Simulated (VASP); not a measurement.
# LiCl (I4/mmm) in VASP: further runs

The runs below take LiCl through single point, with r2SCAN.

Program: VASP 6.6.1. These are calculated values, not measurements. Logs are shortened: lines on timing, memory, paths and dates and some standing lists are left out, and cuts for length are marked.

## Step 1: The cell of the first run

Symmetry: I4/mmm, No. 139, tetragonal system. Conventional cell: a = 3.627 Å, b = 3.627 Å, c = 4.976 Å, α = 90.00°, β = 90.00°, γ = 90.00°. Li (site symmetry 4/mmm) has 6 Cl at 2.49 to 2.56 Å within 3.3 Å. Within 3.3 Å of Cl (site symmetry 4/mmm) lie 6 Li at 2.49 to 2.56 Å.

## Step 2: Single point, r2SCAN (strain -0.0300 x Voigt [1, 0, 0, 0, 0, 0])

The input, POSCAR:

```
LiCl
1.0
    0.0000000000      2.5647600000      2.5647600000
    2.4878172000      0.0000000000      2.5647600000
    2.4878172000      2.5647600000      0.0000000000
Li Cl
1 1
Direct
    0.0000000000      0.0000000000      0.0000000000
    0.5000000000      0.5000000000      0.5000000000
```

The input, INCAR.step1:

```
PREC     = Accurate       # precision mode
ENCUT    = 520            # plane-wave cutoff, eV
ISMEAR   = 0              # smearing method
SIGMA    = 0.05           # smearing width, eV
LREAL    = F              # projectors in reciprocal space
LASPH    = T              # aspherical terms in the spheres
NELM     = 80             # most SCF steps
NBANDS   = 12             # bands
GGA      = PE             # functional
ALGO     = Normal         # electronic algorithm
EDIFF    = 1E-4           # SCF threshold, eV
LWAVE    = T              # write WAVECAR
LCHARG   = F              # write CHGCAR
```

The input, INCAR.step2:

```
PREC     = Accurate       # precision mode
ENCUT    = 520            # plane-wave cutoff, eV
EDIFF    = 1E-6           # SCF threshold, eV
ISMEAR   = 0              # smearing method
SIGMA    = 0.05           # smearing width, eV
LREAL    = F              # projectors in reciprocal space
LASPH    = T              # aspherical terms in the spheres
NELM     = 80             # most SCF steps
ALGO     = Normal         # electronic algorithm
ISIF     = 2              # what is computed and relaxed
LWAVE    = F              # write WAVECAR
LCHARG   = T              # write CHGCAR
METAGGA  = R2SCAN         # meta-GGA
LMIXTAU  = T            
LELF     = T              # ELF
LVHAR    = T            
NBANDS   = 12             # bands
ISTART   = 1
```

The input, KPOINTS:

```
regular mesh
0
Gamma
  8 8 8
```

Potentials or basis: VASP PAW PBE potentials, release 64 (Li_sv, Cl).

Launch:

```sh
$ cat potpaw_PBE.64/Li_sv/POTCAR potpaw_PBE.64/Cl/POTCAR > POTCAR
$ cp INCAR.step1 INCAR
$ mpirun -np 1 vasp_std > vasp.out
$ cp INCAR.step2 INCAR
$ mpirun -np 1 vasp_std > vasp.out
```

OUTCAR:

```text
PREC = Accurate
   ENCUT = 520
   EDIFF = 1E-6
   ISMEAR = 0
   LREAL = F
   LASPH = T
   NELM = 80
   ISIF = 2
   METAGGA = R2SCAN
   ISTART = 1

 ion  position               nearest neighbor table
   1  0.000  0.000  0.000-   2 2.49   2 2.49   2 2.56   2 2.56   2 2.56   2 2.56
   2  0.500  0.500  0.500-   1 2.49   1 2.49   1 2.56   1 2.56   1 2.56   1 2.56

  LATTYP: Found a body centered tetragonal cell.
 ALAT       =     3.6271183762
 C/A-ratio  =     1.3717871555

  Lattice vectors:

 A1 = (  -2.4878172000,   0.0000000000,  -2.5647600000)
 A2 = (  -2.4878172000,   0.0000000000,   2.5647600000)
 A3 = (   2.4878172000,   2.5647600000,   0.0000000000)

Analysis of symmetry for initial positions (statically):
=====================================================================
 Subroutine PRICEL returns:
 Original cell was already a primitive cell.

 Routine SETGRP: Setting up the symmetry group for a
 body centered tetragonal supercell.

 Subroutine GETGRP returns: Found 16 space group operations
 (whereof 16 operations were pure point group operations)
 out of a pool of 16 trial point group operations.

The static configuration has the point symmetry D_4h.

Analysis of symmetry for dynamics (positions and initial velocities):
=====================================================================
 Subroutine PRICEL returns:
 Original cell was already a primitive cell.

 Routine SETGRP: Setting up the symmetry group for a
 body centered tetragonal supercell.

 Subroutine GETGRP returns: Found 16 space group operations
 (whereof 16 operations were pure point group operations)
 out of a pool of 16 trial point group operations.

The dynamic configuration has the point symmetry D_4h.

 Subroutine INISYM returns: Found 16 space group operations
 (whereof 16 operations are pure point group operations),
 and found     1 'primitive' translations

----------------------------------------------------------------------------------------

                                     Primitive cell

  volume of cell :      32.7297

  direct lattice vectors                    reciprocal lattice vectors
     0.000000000  2.564760000  2.564760000    -0.200979397  0.194950015  0.194950015
     2.487817200  0.000000000  2.564760000     0.200979397 -0.194950015  0.194950015
     2.487817200  2.564760000  0.000000000     0.200979397  0.194950015 -0.194950015

  length of vectors
     3.627118376  3.573125841  3.573125841     0.341179915  0.341179915  0.341179915

  position of ions in fractional coordinates (direct lattice)
     0.000000000  0.000000000  0.000000000
     0.500000000  0.500000000  0.500000000

  ion indices of the primitive-cell ions
   primitive index   ion index
                 1           1
                 2           2

----------------------------------------------------------------------------------------

 KPOINTS: regular mesh

Automatic generation of k-mesh.
 Grid dimensions read from file:
 generate k-points for:    8    8    8

 Generating k-lattice:

  Cartesian coordinates                     Fractional coordinates (reciprocal lattice)
    -0.025122425  0.024368752  0.024368752     0.125000000  0.000000000  0.000000000
     0.025122425 -0.024368752  0.024368752     0.000000000  0.125000000  0.000000000
     0.025122425  0.024368752 -0.024368752     0.000000000  0.000000000  0.125000000

  Length of vectors
     0.042647489  0.042647489  0.042647489

  Shift w.r.t. Gamma in fractional coordinates (k-lattice)
     0.000000000  0.000000000  0.000000000

 Subroutine IBZKPT returns following result:
 ===========================================

 Found     59 irreducible k-points:

 Following reciprocal coordinates:
            Coordinates               Weight
  0.000000  0.000000  0.000000      1.000000
  0.125000  0.000000  0.000000      8.000000
  0.250000  0.000000  0.000000      8.000000
  0.375000  0.000000  0.000000      8.000000
  0.500000  0.000000  0.000000      4.000000
  0.125000  0.125000  0.000000      4.000000
[... 16 lines left out ...]
  0.250000  0.125000  0.125000      4.000000
  0.375000  0.125000  0.125000      8.000000
 [... further k-points ...]
   k-points           NKPTS =     59   k-points in BZ     NKDIM =     59   number of bands    NBANDS=     12
   number of dos      NEDOS =    301   number of ions     NIONS =      2
   total plane-waves  NPLWV =  21952
   dimension x,y,z NGX =    28 NGY =   28 NGZ =   28
   dimension x,y,z NGXF=    56 NGYF=   56 NGZF=   56
   ions per type =               1   1
   NGX,Y,Z   is equivalent  to a cutoff of  12.83, 13.03, 13.03 a.u.
   NGXF,Y,Z  is equivalent  to a cutoff of  25.67, 26.05, 26.05 a.u.
 SYSTEM =  unknown system
   PREC   = accura    normal or accurate (medium, high low for compatibility)
   ISTART =      1    job   : 0-new  1-cont  2-samecut
   ICHARG =      0    charge: 1-file 2-atom 10-const
   ISPIN  =      1    spin polarized calculation?
   LNONCOLLINEAR =      F non collinear calculations
   LSORBIT =      F    spin-orbit coupling
   LASPH  =      T    aspherical Exc in radial PAW
   ENCUT  =  520.0 eV  38.22 Ry    6.18 a.u.   6.74  6.64  6.64*2*pi/ulx,y,z
   NELM   =     80;   NELMIN=  2; NELMDL=  0     # of ELM steps
   EDIFF  = 0.1E-05   stopping-criterion for ELM
   LREAL  =      F    real-space projection
   EDIFFG = 0.1E-04   stopping-criterion for IOM
   NSW    =      0    number of steps for IOM
   IBRION =     -1    ionic relax: 0-MD 1-quasi-New 2-CG
   NFREE  =      0    steps in history (QN), initial steepest desc. (CG)
   ISIF   =      2    stress and relaxation
   ISYM   =      2    0-nonsym 1-usesym 2-fastsym
   POTIM  = 0.5000    time-step for ionic-motion
   TEBEG  =    0.0;   TEEND  =   0.0 temperature during run
   PSTRESS=    0.0 pullay stress
   NELECT =      10.0000    total number of electrons
   NUPDOWN=      -1.0000    fix difference up-down
   EMIN   =  10.00;   EMAX   =-10.00  energy-range for DOS
   EFERMI =   0.00;   METHOD = LEGACY
   ISMEAR =     0;   SIGMA  =   0.05  broadening in eV -4-tet -1-fermi 0-gaus
   EFERMI_NEDOS =   21; number of points for ismear=-14 and -15
   IALGO  =     38    algorithm
   IMIX   =      4    mixing-type and parameters
     AMIX     =   0.40;   BMIX     =  1.00
     AMIX_MAG =   1.60;   BMIX_MAG =  1.00
  volume/ion in A,a.u.               =      16.36       110.44
  Fermi-wavevector in a.u.,A,eV,Ry     =   1.102624  2.083658 16.541693  1.215780
  Thomas-Fermi vector in A             =   2.239070
   LORBIT       =      0    0 simple, 1 ext, 2 COOP (PROOUT), +10 PAW based schemes
   METAGGA = R2SCAN    functional components
   LHFCALC =     F    Hartree Fock is set to
   AEXX    =    0.0000 exact exchange contribution
   IVDW    =     0    specifies the selected vdW correction
   LEPSILON=     F    determine dielectric tensor
   LRPA    =     F    only Hartree local field effects (RPA)
 non-spin polarized calculation
 Gauss-broadening in eV      SIGMA  =   0.05
  energy-cutoff  :      520.00
  volume of cell :       32.73
 maximum number of plane-waves:       896
   NGX = 13   NGY = 13   NGZ = 13

 number of electron       9.9999999 magnetization

 Free energy of the ion-electron system (eV)
  ---------------------------------------------------
  ext. energy  EPLUGINS =         0.00000000
  ---------------------------------------------------
  free energy    TOTEN  =       -12.58542493 eV

  energy without entropy =      -12.58542493  energy(sigma->0) =      -12.58542493

 E-fermi :   0.7337     XC(G=0):  -9.3030

 val. band max:        0.4526053371   @ k =   0.0000   0.0000   0.0000
 cond. band min:       7.9194584602   @ k =   0.0000   0.0000   0.0000
 fundamental gap:      7.4668531231
 Fermi energy:         0.7336552181

 k-point     1 :       0.0000    0.0000    0.0000
  band No.  band energies     occupation
      1     -44.3476      2.00000
      2     -13.6727      2.00000
      3       0.3585      2.00000
      4       0.4526      2.00000
      5       0.4526      2.00000
      6       7.9195      0.00000
      7      13.0256      0.00000
      8      13.0257      0.00000
      9      13.2936      0.00000
     10      15.6421      0.00000
     11      16.2351      0.00000
     12      16.2546      0.00000

 k-point     2 :       0.1250    0.0000    0.0000
  band No.  band energies     occupation
      1     -44.3472      2.00000
      2     -13.5903      2.00000
      3      -0.1240      2.00000
      4       0.3595      2.00000
      5       0.3952      2.00000
      6       8.3671      0.00000
      7      12.3859      0.00000
      8      12.9585      0.00000
      9      13.2469      0.00000
     10      14.3749      0.00000
     11      14.5987      0.00000
     12      16.9072      0.00000

 k-point     3 :       0.2500    0.0000    0.0000
  band No.  band energies     occupation
      1     -44.3460      2.00000
      2     -13.3798      2.00000
      3      -1.2273      2.00000
      4       0.2642      2.00000
      5       0.2774      2.00000
      6       8.6433      0.00000
      7      11.8360      0.00000
      8      12.1645      0.00000
      9      12.4697      0.00000
     10      15.2753      0.00000
     11      15.2827      0.00000
     12      17.4993      0.00000

 k-point     4 :       0.3750    0.0000    0.0000
  band No.  band energies     occupation
      1     -44.3449      2.00000
      2     -13.1504      2.00000
      3      -2.1775      2.00000
      4       0.1423      2.00000
      5       0.2037      2.00000
      6       8.2153      0.00000
      7      10.9315      0.00000
      8      11.2273      0.00000
      9      13.9682      0.00000
     10      17.0575      0.00000
     11      17.2176      0.00000
     12      18.1780      0.00000

 k-point     5 :       0.5000    0.0000    0.0000
  band No.  band energies     occupation
      1     -44.3445      2.00000
      2     -13.0489      2.00000
      3      -2.5443      2.00000
      4       0.0942      2.00000
      5       0.1750      2.00000
      6       7.9899      0.00000
      7      10.6180      0.00000
      8      10.8959      0.00000
      9      14.9697      0.00000
     10      18.4208      0.00000
     11      18.7483      0.00000
     12      18.7888      0.00000
[... 228 lines left out ...]
      1     -44.3437      2.00000
      2     -12.7938      2.00000
      3      -2.6566      2.00000
      4      -0.8328      2.00000
      5      -0.6195      2.00000
      6       9.3084      0.00000
      7       9.3612      0.00000
      8      14.1306      0.00000
      9      15.8339      0.00000
     10      16.5504      0.00000
     11      18.3545      0.00000
     12      19.8536      0.00000

 k-point    22 :       0.0000    0.1250    0.1250
  band No.  band energies     occupation
      1     -44.3469      2.00000
      2     -13.5583      2.00000
      3      -0.0940      2.00000
      4       0.2392      2.00000
      5       0.2392      2.00000
      6       8.6432      0.00000
      7      12.1686      0.00000
      8      13.0899      0.00000
      9      13.1664      0.00000
     10      13.1665      0.00000
     11      15.9341      0.00000
     12      17.2770      0.00000

 k-point    23 :       0.2500    0.1250    0.1250
  band No.  band energies     occupation
      1     -44.3466      2.00000
      2     -13.4659      2.00000
      3      -0.5941      2.00000
      4      -0.0687      2.00000
      5       0.4085      2.00000
      6       8.9197      0.00000
      7      11.8146      0.00000
      8      12.4553      0.00000
      9      12.8173      0.00000
     10      13.6773      0.00000
     11      15.9833      0.00000
     12      17.7388      0.00000

 k-point    24 :       0.3750    0.1250    0.1250
  band No.  band energies     occupation
      1     -44.3454      2.00000
      2     -13.2433      2.00000
      3      -1.5263      2.00000
      4      -0.3264      2.00000
      5       0.2725      2.00000
      6       9.0616      0.00000
      7      11.4590      0.00000
      8      11.6970      0.00000
      9      12.6014      0.00000
     10      14.9061      0.00000
     11      17.4892      0.00000
     12      18.4224      0.00000

 [... further k-points ...]

------------------------ aborting loop because EDIFF is reached ----------------------------------------

  FORCE on cell =-STRESS in cart. coord.  units (eV):
  Direction    XX          YY          ZZ          XY          YZ          ZX
  --------------------------------------------------------------------------------------
  -------------------------------------------------------------------------------------
  Total        0.2495533     -0.0340625     -0.0340625      0.0000000      0.0000000     -0.0000000
  in kB       12.2160841     -1.6674188     -1.6674188      0.0000000      0.0000000     -0.0000000
  external PRESSURE =       2.9604155 kB  Pullay stress =       0.0000000 kB

 VOLUME and BASIS-vectors are now :
 -----------------------------------------------------------------------------
  energy-cutoff  :      520.00
  volume of cell :       32.73
      direct lattice vectors                 reciprocal lattice vectors
     0.000000000  2.564760000  2.564760000    -0.200979397  0.194950015  0.194950015
     2.487817200  0.000000000  2.564760000     0.200979397 -0.194950015  0.194950015
     2.487817200  2.564760000  0.000000000     0.200979397  0.194950015 -0.194950015

 POSITION                                       TOTAL-FORCE (eV/Angst)
 -----------------------------------------------------------------------------------
      0.00000      0.00000      0.00000         0.000000      0.000000     -0.000000
      2.48782      2.56476      2.56476         0.000000     -0.000000      0.000000
 -----------------------------------------------------------------------------------
    total drift:                                0.000000      0.000000      0.000000

  FREE ENERGIE OF THE ION-ELECTRON SYSTEM (eV)
  ---------------------------------------------------
  free  energy   TOTEN  =       -12.5854249317 eV

  energy  without entropy=      -12.5854249317  energy(sigma->0) =      -12.58542493
```

It took 2.1 min on 1 thread of Intel Xeon Platinum 8175M at 2.50GHz (Skylake/Cascade Lake), shared host; peak memory 0.16 GiB.

Results:

| Item | Value |
| --- | --- |
| Free energy | -12.5854 eV |
| Band gap on the k mesh | 7.47 eV |

Caveat: the cell differs from its parent crystal (strain -0.0300 x Voigt [1, 0, 0, 0, 0, 0]); the cutoff is under 1.25 times the usual one of these potentials, so pressure, stress and relaxed cells hold a basis-set (Pulay) error; the PAW data sets were made with another functional, which shifts forces and pressure a little.

[end of part 1 of 2]
